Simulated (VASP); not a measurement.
Input of a VASP 6.6.1 run:

INCAR

```
PREC     = Accurate       # precision mode
ENCUT    = 600            # plane-wave cutoff, eV
EDIFF    = 1E-7           # SCF threshold, eV
ISMEAR   = 0              # smearing method
SIGMA    = 0.15           # smearing width, eV
LREAL    = F              # projectors in reciprocal space
LASPH    = T              # aspherical terms in the spheres
NELM     = 80             # most SCF steps
ALGO     = Normal         # electronic algorithm
ISIF     = 3              # what is computed and relaxed
LWAVE    = F              # write WAVECAR
LCHARG   = F              # write CHGCAR
GGA      = PE             # functional
IBRION   = 2              # ionic algorithm
NSW      = 36             # ionic steps
EDIFFG   = -0.08          # ionic threshold
```

File KPOINTS:

```
Automatic mesh
0
Gamma
  2 2 3
```

The input POSCAR:

```
SbAu3S3
1.0
    6.1999864800      0.0000000000      0.0000000000
   -3.0999932400      5.3693457900      0.0000000000
    0.0000000000      0.0000000000      5.0248870100
Sb S Au
1 3 3
Direct
    0.0000000000      0.0000000000      0.0000000000
    0.5000000000      0.0000000000      0.5000000000
    0.0000000000      0.5000000000      0.5000000000
    0.5000000000      0.5000000000      0.5000000000
    0.3333333300      0.6666666700      0.0262150800
    0.6666666700      0.3333333300      0.9737849200
    0.0000000000      0.0000000000      0.5000000000
```

Potentials or basis: VASP PAW PBE potentials, release 64 (Sb, S, Au).

Run with:

```console
$ cat potpaw_PBE.64/Sb/POTCAR potpaw_PBE.64/S/POTCAR potpaw_PBE.64/Au/POTCAR > POTCAR
$ mpirun -np 1 vasp_std > vasp.out
```

Question: Predict the space group after relaxing (to 0.05 Å).

Answer: P-3m1 (No. 164).

Question: Estimate the relaxed volume.

Answer: 19.69 Å³/atom.

Question: Estimate the band gap on the k mesh.

Answer: Zero (band 28 reaches 8.45 eV, above the bottom of band 29 at 6.89 eV).

Step by step:
```
step  energy change (eV)  largest force (eV/Å)  pressure (GPa)  volume (Å³)
   1              0.0000                0.2549           -7.64       167.28
   2             -1.2922                0.1116           -0.46       140.99
   3             -1.4353                0.0442            4.36       132.84
   4             -2.1092                0.3144            6.22       126.75
   5             -2.0265                0.0016           16.10       118.79
   6             -2.2725                0.3002            9.38       123.25
   7             -2.7217                0.2811            0.44       134.30
   8             -2.7428                0.2688           -0.99       136.85
   9             -2.7451                0.2612           -1.64       138.12
  10             -2.8103                0.1604           -0.59       137.40
  11             -2.8351                0.0280            0.59       136.63
  12             -2.8353                0.0116            0.74       136.54
  13             -2.8392                0.0135            0.11       137.85
```

Caveat: the k points lie up to 0.70 Å⁻¹ apart in the final cell; the volume moved by over 15 % at a fixed basis, so the end points are rough; spin-orbit coupling is left out, which moves the levels of the heavy elements; the relaxation stopped at a loose force limit of 0.08 eV/Å, so its end isn't a converged minimum.
